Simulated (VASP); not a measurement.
Write the native input for VASP 6.6.1 that does the following.

```yaml
Task: single point
Functional: PBE
Potentials_or_basis: VASP PAW PBE potentials, release 64 (Se, Pt)
Cutoff: 520 eV
k_mesh: 2 × 2 × 2
Occupations: methfessel-paxton, width 0.15 eV
Spin: no spin polarisation
Dipole_correction: no
Further_INCAR_settings: LREAL = Auto; ALGO = Normal; EDIFF = 1e-06; NBANDS = 102
```

The structure of Pt8Se15 (a cell with a defect) lies in POSCAR:

```
Pt8Se15
1.0
    7.5301619300     -0.0000000400      0.0000000000
   -3.7650800000      6.5213120800      0.0000000000
    0.0000000000      0.0000000000     10.1632320000
Se Pt
15 8
Direct
    0.1695048286      0.3384708445      0.1217113808
    0.3354474273      0.1674255119      0.3746289566
    0.3347775023      0.1671942701      0.8719502812
    0.1695015470      0.8306546199      0.1217092161
    0.3335852269      0.6665023787      0.3754118769
    0.1668904268      0.8331809519      0.6303838188
    0.1668833881      0.3331025996      0.6303819494
    0.6669140102      0.3332424518      0.1256942673
    0.8326660977      0.1674167744      0.3746229546
    0.6669204839      0.3331656268      0.6287408376
    0.8329508284      0.1671928931      0.8719444759
    0.6616823813      0.8306494092      0.1217126599
    0.8326556889      0.6646366529      0.3746274807
    0.6670110196      0.8332077901      0.6303772265
    0.8329506021      0.6653736211      0.8719535282
    0.0002249750     -0.0000751383     -0.0016824372
    0.0002681871     -0.0001685244      0.5014825992
    0.0019329643      0.5007802050      0.0004867546
    0.0002736659      0.4998349964      0.5023067465
    0.4993660832     -0.0017971813      0.0004814413
    0.5002478606     -0.0001935163      0.5023133389
    0.4993783601      0.5007749943      0.0004929534
    0.5002403725      0.4998414399      0.5023144212
```

The input as run:

INCAR

```
SYSTEM = Pt8Se15
  PREC = Accurate
  ENCUT = 520
  EDIFF = 1E-6
  ISMEAR = 1
  SIGMA = 0.15
  LREAL = Auto
  LASPH = .True.
  NELM = 80
  ALGO = Normal
  ISIF = 2
  LWAVE = .False.
  LCHARG = .False.
  GGA = PE
  NBANDS = 102
```

KPOINTS

```
regular mesh
0
Gamma
  2 2 2
  0 0 0
```

Potentials or basis: VASP PAW PBE potentials, release 64 (Se, Pt).

Command:

```sh
$ cat potpaw_PBE.64/Se/POTCAR potpaw_PBE.64/Pt/POTCAR > POTCAR
$ mpirun -np 1 vasp_std > vasp.out
```

Results of the run:

```yaml
Pressure: 0.8 GPa
Largest_force: 0.028 eV/Å
Band_gap_on_the_k_mesh: zero (bands 85 and 86 overlap by 0.31 eV)
```

Caveat: the k points lie up to 0.48 Å⁻¹ apart; spin-orbit coupling is left out, which moves the levels of the heavy elements.

Wall time 8.8 min on 1 thread of Intel(R) Xeon(R) Platinum 8375C CPU @ 2.90GHz (Ice Lake), with other jobs on the host, peak memory 0.66 GiB.
